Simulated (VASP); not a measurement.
Set up this calculation in VASP 6.6.1, as the native input.

```yaml
Task: single point
Functional: PBEsol
Potentials_or_basis: VASP PAW PBE potentials, release 64 (Ga_d, Se)
Cutoff: 500 eV
k_mesh: 10 × 10 × 10
Occupations: tetrahedron
Spin: no spin polarisation
Dipole_correction: no
Further_INCAR_settings: ALGO = Normal; EDIFF = 1e-06; NBANDS = 30
```

The structure of Ga3Se lies in POSCAR:

```
Ga3Se
1.0
    4.4324650000      0.0000000000      0.0000000000
    0.0000000000      4.4324650000      0.0000000000
    0.0000000000      0.0000000000      4.4324650000
Ga Se
3 1
Direct
    0.0000000000      0.5000000000      0.5000000000
    0.5000000000      0.0000000000      0.5000000000
    0.5000000000      0.5000000000      0.0000000000
    0.0000000000      0.0000000000      0.0000000000
```

These files were run (other wordings do the same):

INCAR

```
PREC     = Accurate       # precision mode
ENCUT    = 500            # plane-wave cutoff, eV
EDIFF    = 1E-6           # SCF threshold, eV
ISMEAR   = -5             # smearing method
SIGMA    = 0.1            # smearing width, eV
LREAL    = F              # projectors in reciprocal space
LASPH    = T              # aspherical terms in the spheres
NELM     = 120            # most SCF steps
ALGO     = Normal         # electronic algorithm
ISIF     = 2              # what is computed and relaxed
LWAVE    = F              # write WAVECAR
LCHARG   = T              # write CHGCAR
GGA      = PS             # functional
LELF     = T              # ELF
LVHAR    = T            
NBANDS   = 30             # bands
GGA_COMPAT= F
```

KPOINTS

```
regular mesh
0
Gamma
  10 10 10
```

Potentials or basis: VASP PAW PBE potentials, release 64 (Ga_d, Se).

Launch:

```sh
$ cat potpaw_PBE.64/Ga_d/POTCAR potpaw_PBE.64/Se/POTCAR > POTCAR
$ mpirun -np 1 vasp_std > vasp.out
```

Results of the run:

| Property | Result |
| --- | --- |
| Pressure | -3.6 GPa |

Caveat: the PAW data sets were made with another functional, which shifts forces and pressure a little; tetrahedron occupations give inexact forces and stress in metals.

It took 2.2 min on 1 thread of Intel Xeon 8259CL, with other jobs on the host, peak memory 0.26 GiB.
